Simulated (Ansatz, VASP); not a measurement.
**Rb in VASP and in Ansatz**

INCAR

```
SYSTEM = Rb
  PREC = Accurate
  ENCUT = 520
  EDIFF = 1E-7
  ISMEAR = 1
  SIGMA = 0.3
  LREAL = .False.
  LASPH = .True.
  NELM = 80
  ALGO = Normal
  ISIF = 2
  LWAVE = .False.
  LCHARG = .True.
  GGA = PE
  LELF = .True.
  LVHAR = .True.
  NBANDS = 10
```

The input KPOINTS:

```
Automatic mesh
0
Gamma
  8 8 8
  0 0 0
```

POSCAR

```
Rb
1.0
   -2.8359049291      2.8359049291      2.8359049291
    2.8359049291     -2.8359049291      2.8359049291
    2.8359049291      2.8359049291     -2.8359049291
Rb
1
Direct
    0.0000000000      0.0000000000      0.0000000000
```

Input for Ansatz:

```yaml
crystal:
  lattice:
    - [-2.8359049291, 2.8359049291, 2.8359049291]
    - [2.8359049291, -2.8359049291, 2.8359049291]
    - [2.8359049291, 2.8359049291, -2.8359049291]
  atoms:
    - { symbol: Rb, position: [0.0, 0.0, 0.0] }
hamiltonian:
  xc: pbe
  pseudopotentials:
    kind: paw
    azcp:
      Rb: "pseudopotentials/Rb.paw.azcp"
basis:
  ecutwfc: 420
  fft_grid_basis: typed
kpoints:
  mp_grid: { grid: [8, 8, 8], shift: [0, 0, 0] }
magnetization:
  spin_polarized: false
scf:
  occupations: { method: cold, width: 0.3 }
  lower_state_search: "off"
output:
  stress: true
```

Alike in both runs: task single point; functional PBE; k mesh 8 × 8 × 8; no spin polarisation.

|  | VASP | Ansatz |
| --- | --- | --- |
| version | VASP 6.6.1 | Ansatz 0.2.0 |
| potentials or method | VASP PAW PBE potentials, release 64 (Rb_sv), cutoff 520 eV | plane waves (420 eV) with PAW, scalar-relativistic |
| occupations | methfessel-paxton of order 1, width 0.3 eV | cold, width 0.3 eV |
| valence electrons in the cell | 9 | 9 |

```tsv
	VASP	Ansatz	Ansatz less VASP
pressure (GPa)	0.0	0.0	0.00
```
